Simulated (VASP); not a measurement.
Write the native input for VASP 6.6.1 that does the following.

* Task: single point
* Functional: PBE
* Potentials or basis: VASP PAW PBE potentials, release 64 (Ta_pv, C)
* Cutoff: 520 eV
* k mesh: 12 × 12 × 12
* Occupations: gaussian, width 0.1 eV
* Spin: no spin polarisation
* Dipole correction: no
* Further INCAR settings: ALGO = Normal; EDIFF = 1e-06; NBANDS = 20

The structure of TaC3 lies in POSCAR:

```
TaC3
1.0
    3.8781353600      0.0000000000      0.0000000000
   -1.9390676800      3.3585637411      0.0000000000
    0.0000000000      0.0000000000      4.2001090641
Ta C
1 3
Direct
    0.0000000000      0.0000000000      0.0000000000
    0.3333333333      0.6666666667      0.0000000000
    0.6666666667      0.3333333333      0.0000000000
    0.0000000000      0.0000000000      0.5000000000
```

The input as run:

INCAR

```
PREC = Accurate
ENCUT = 520
EDIFF = 1E-6
ISMEAR = 0
SIGMA = 0.1
LREAL = F
LASPH = T
NELM = 100
ALGO = Normal
ISIF = 2
LWAVE = F
LCHARG = F
GGA = PE
NBANDS = 20
```

KPOINTS

```
regular mesh
0
Gamma
  12 12 12
```

Potentials or basis: VASP PAW PBE potentials, release 64 (Ta_pv, C).

Run with:

```sh
$ cat potpaw_PBE.64/Ta_pv/POTCAR potpaw_PBE.64/C/POTCAR > POTCAR
$ mpirun -np 1 vasp_std > vasp.out
```

It gave:

| Property | Result |
| --- | --- |
| Pressure | 0.4 GPa |

Run time: 100 s on 1 thread of Intel(R) Xeon(R) Platinum 8488C (Sapphire Rapids) (shared host), peak memory 0.26 GiB.
